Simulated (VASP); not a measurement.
# As (P6/mmm) in VASP: notebook, part 2 of 2

VASP 6.6.1. Earlier steps stand in the parts before.

## Step 4: Relaxation of cell and atoms, BLYP

This run uses another cell than the first one, of 18.30 Å³/atom.

The input, INCAR:

```
SYSTEM = As
AGGAC = 1.0
AGGAX = 1.0
ALDAC = 0.0
ALDAX = 1.0
ALGO = Normal
EDIFF = 1E-6
EDIFFG = -0.01
ENCUT = 600
GGA = B5
IBRION = 2
ISIF = 3
ISMEAR = -1
LASPH = .True.
LCHARG = .False.
LREAL = .False.
LWAVE = .False.
NELM = 60
NSW = 80
PREC = Accurate
SIGMA = 0.1
```

The input, KPOINTS:

```
k-points
0
Gamma
  8 8 11
  0 0 0
```

The input, POSCAR:

```
As
1.0
    4.6939060714      0.0000000000      0.0000000000
   -2.3469530357      4.0650419008      0.0000000000
    0.0000000000      0.0000000000      2.8773644218
As
3
Direct
    0.0000000000      0.0000000000      0.0000000000
    0.3333333333      0.6666666667      0.5000000000
    0.6666666667      0.3333333333      0.5000000000
```

Potentials or basis: VASP PAW PBE potentials, release 64 (As).

Launch:

```console
$ cat potpaw_PBE.64/As/POTCAR > POTCAR
$ mpirun -np 1 vasp_std > vasp.out
```

OUTCAR:

```text
SYSTEM = As
   EDIFF = 1E-6
   EDIFFG = -0.01
   ENCUT = 600
   GGA = B5
   IBRION = 2
   ISIF = 3
   ISMEAR = -1
   LASPH = .True.
   LREAL = .False.
   NELM = 60
   NSW = 80
   PREC = Accurate

 ion  position               nearest neighbor table
   1  0.000  0.000  0.000-
   2  0.333  0.667  0.500-   3 2.71   3 2.71   3 2.71
   3  0.667  0.333  0.500-   2 2.71   2 2.71   2 2.71

  LATTYP: Found a hexagonal cell.
 ALAT       =     4.6939060714
 C/A-ratio  =     0.6130000000

  Lattice vectors:

 A1 = (   4.6939060714,   0.0000000000,   0.0000000000)
 A2 = (  -2.3469530357,   4.0650419008,   0.0000000000)
 A3 = (   0.0000000000,   0.0000000000,   2.8773644218)

Analysis of symmetry for initial positions (statically):
=====================================================================
 Subroutine PRICEL returns:
[... 165 lines left out ...]

 number of electron      15.0000001 magnetization

 Free energy of the ion-electron system (eV)
  ---------------------------------------------------
  ext. energy  EPLUGINS =         0.00000000
  ---------------------------------------------------
  free energy    TOTEN  =        -9.79957567 eV

  energy without entropy =       -9.74451729  energy(sigma->0) =       -9.77204648

 E-fermi :   7.3164     XC(G=0): -10.2397

 val. band max:        7.3072639478   @ k =   0.3750   0.2500   0.3636
 cond. band min:       7.3892404187   @ k =   0.1250   0.1250   0.2727
 fundamental gap:      0.0819764709
 Fermi energy:         7.3163778496
[... 865 lines left out ...]
--------------------------------------- Ionic step        6  -------------------------------------------

 number of electron      14.9999999 magnetization

 Free energy of the ion-electron system (eV)
  ---------------------------------------------------
  ext. energy  EPLUGINS =         0.00000000
  ---------------------------------------------------
  free energy    TOTEN  =       -10.16590640 eV

  energy without entropy =      -10.10116150  energy(sigma->0) =      -10.13353395

 E-fermi :   5.6344     XC(G=0):  -9.5835

 val. band max:        5.6274782247   @ k =   0.3750   0.1250   0.1818
 cond. band min:       5.7142911585   @ k =   0.1250   0.1250   0.3636
 fundamental gap:      0.0868129337
 Fermi energy:         5.6344307527
[... 366 lines left out ...]
  FREE ENERGIE OF THE ION-ELECTRON SYSTEM (eV)
  ---------------------------------------------------
  free  energy   TOTEN  =       -10.1659064005 eV

  energy  without entropy=      -10.1011615005  energy(sigma->0) =      -10.13353395

 reached required accuracy - stopping structural energy minimisation
```

OSZICAR:

```text
N       E                     dE             d eps       ncg     rms          rms(c)
DAV:   1     0.556580759659E+02    0.55658E+02   -0.68554E+03  1320   0.128E+03
DAV:   2    -0.612274577450E+01   -0.61781E+02   -0.58768E+02  1720   0.169E+02
DAV:   3    -0.971269192880E+01   -0.35899E+01   -0.33785E+01  1608   0.402E+01
[... 45 lines left out ...]
DAV:   2    -0.101665625460E+02    0.99980E-03   -0.47972E-03  1502   0.483E-01    0.127E-01
DAV:   3    -0.101659003990E+02    0.66215E-03   -0.12662E-03  1433   0.240E-01    0.166E-02
DAV:   4    -0.101659047676E+02   -0.43686E-05   -0.70385E-05  1509   0.587E-02    0.116E-02
DAV:   5    -0.101659062686E+02   -0.15010E-05   -0.24311E-06  1075   0.138E-02    0.358E-03
DAV:   6    -0.101659064005E+02   -0.13191E-06   -0.47402E-07   747   0.648E-03
   6 F= -.10165906E+02 E0= -.10133534E+02  d E =-.655148E-02
```

CONTCAR:

```text
As
   1.00000000000000
     5.0230337490394774   -0.0000000000000000    0.0000000000000000
    -2.5115168745197387    4.3500748307221553   -0.0000000000000000
     0.0000000000000000   -0.0000000000000000    2.9267279411411233
  As
     3
Direct
     0.0000000000000000    0.0000000000000000    1.0000000000000000
     0.3333333332999970    0.6666666667000030    0.5000000000000000
     0.6666666667000030    0.3333333332999970    0.5000000000000000

  0.00000000E+00  0.00000000E+00  0.00000000E+00
  0.00000000E+00  0.00000000E+00  0.00000000E+00
  0.00000000E+00  0.00000000E+00  0.00000000E+00
```

Wall time 4.8 min (1 thread of AMD EPYC 7R13, shared host); peak memory 0.19 GiB.

What came out:

| Property | Result |
| --- | --- |
| Free energy | -10.1659 eV |
| Relaxed volume | 21.32 Å³/atom |
| Relaxed cell | a = 5.023 Å, b = 5.023 Å, c = 2.927 Å, α = 90.00°, β = 90.00°, γ = 120.00° |
| Space group after relaxing (to 0.1 Å) | P6/mmm (No. 191) |
| Energy gained by relaxing | 122.1 meV/atom |
| Ionic steps | 6 |
| Pressure after relaxing | 0.0 GPa |
| Band gap on the k mesh | zero (an odd number of electrons rules out a gap without spin polarisation) |

The path:
```tsv
step	energy change (eV)	largest force (eV/Å)	pressure (GPa)	volume (Å³)
1	0.0000	0.0000	13.46	54.90
2	-0.3192	0.0000	-3.33	68.01
3	-0.3598	0.0000	-0.15	64.12
4	-0.3598	0.0000	-0.34	64.31
5	-0.3648	0.0000	-0.19	64.12
6	-0.3663	0.0000	-0.04	63.95
```

Final structure:
```cif
data_structure
_symmetry_space_group_name_H-M 'P 1'
_symmetry_Int_Tables_number 1
_cell_length_a 5.0230
_cell_length_b 5.0230
_cell_length_c 2.9267
_cell_angle_alpha 90.000
_cell_angle_beta 90.000
_cell_angle_gamma 120.000
_cell_volume 63.95
loop_
_atom_site_label
_atom_site_type_symbol
_atom_site_fract_x
_atom_site_fract_y
_atom_site_fract_z
_atom_site_occupancy
As1 As 0.00000 0.00000 0.00000 1
As2 As 0.33333 0.66667 0.50000 1
As3 As 0.66667 0.33333 0.50000 1
```

Caveat: the volume moved by over 15 % at a fixed basis, so the end points are rough; the PAW data sets were made with another functional, which shifts forces and pressure a little.

## Step 5: Overview

| task | cell | k mesh | cutoff (eV) | gap on the mesh (eV) | pressure (GPa) |
| --- | --- | --- | --- | --- | --- |
| single point | a = 5.210, b = 5.210, c = 3.035 Å, angles 90.0, 90.0, 120.0°, 3 atoms | 8 × 8 × 12 | 520 | none | -5.4 |
| single point | a = 5.017, b = 5.017, c = 2.922 Å, angles 90.0, 90.0, 120.0°, 3 atoms | 10 × 10 × 14 | 520 | none | 0.4 |
| relaxation of cell and atoms | relaxed from a = 4.694, b = 4.694, c = 2.877 Å, angles 90.0, 90.0, 120.0°, 3 atoms | 8 × 8 × 11 | 600 | none | 0.0 |

Alike in all rows: level BLYP; potentials or basis VASP PAW PBE potentials, release 64 (As); no spin polarisation; smearing fermi-dirac 0.1 eV.

Caveats: the PAW data sets were made with another functional, which shifts forces and pressure a little; the cell stands under tension (at least some runs); the volume moved by over 15 % at a fixed basis, so the end points are rough (at least some runs).

Total energies depend on the potentials used, so only differences within one code and one set of settings carry meaning.
